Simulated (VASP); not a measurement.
Here is a VASP 6.6.1 calculation.

File INCAR:

```
SYSTEM = InSb5
PREC     = Accurate       ! precision mode
ENCUT    = 520            ! plane-wave cutoff, eV
EDIFF    = 1E-7           ! SCF threshold, eV
ISMEAR   = 0              ! smearing method
SIGMA    = 0.1            ! smearing width, eV
LREAL    = .FALSE.        ! projectors in reciprocal space
LASPH    = .TRUE.         ! aspherical terms in the spheres
NELM     = 60             ! most SCF steps
ALGO     = Normal         ! electronic algorithm
ISIF     = 2              ! what is computed and relaxed
LWAVE    = .FALSE.        ! write WAVECAR
LCHARG   = .TRUE.         ! write CHGCAR
GGA      = PE             ! functional
LELF     = .TRUE.         ! ELF
LVHAR    = .TRUE.       
NBANDS   = 28             ! bands
```

The input KPOINTS:

```
Automatic mesh
0
G
  6 6 6
  0 0 0
```

File POSCAR:

```
InSb5
1.0
    7.0833353948      0.0000000000      0.0000000000
    0.0000000000      7.0833353948      0.0000000000
    0.0000000000      0.0000000000      6.2827244059
In Sb
1 5
Direct
    0.0000000000      0.0000000000      0.5000000000
    0.6995248502      0.6995248502      0.0000000000
    0.3004751498      0.3004751498      0.0000000000
    0.6995248502      0.3004751498      0.0000000000
    0.3004751498      0.6995248502      0.0000000000
    0.0000000000      0.0000000000      0.0000000000
```

Potentials or basis: VASP PAW PBE potentials, release 64 (In_d, Sb).

Launch:

```sh
$ cat potpaw_PBE.64/In_d/POTCAR potpaw_PBE.64/Sb/POTCAR > POTCAR
$ mpirun -np 1 vasp_std > vasp.out
```

Q: What does it give for the pressure?

A: 0.0 GPa.

Q: Predict the largest force.

A: 0.021 eV/Å.

Q: Predict the band gap on the k mesh.

A: Zero (bands 19 and 20 overlap by 1.13 eV).

Forces on the atoms (eV/Å):
```
In   0.000  0.000  0.000
Sb   0.015  0.015  0.000
Sb  -0.015 -0.015  0.000
Sb   0.015 -0.015  0.000
Sb  -0.015  0.015  0.000
Sb   0.000  0.000  0.000
```

Caveat: spin-orbit coupling is left out, which moves the levels of the heavy elements.
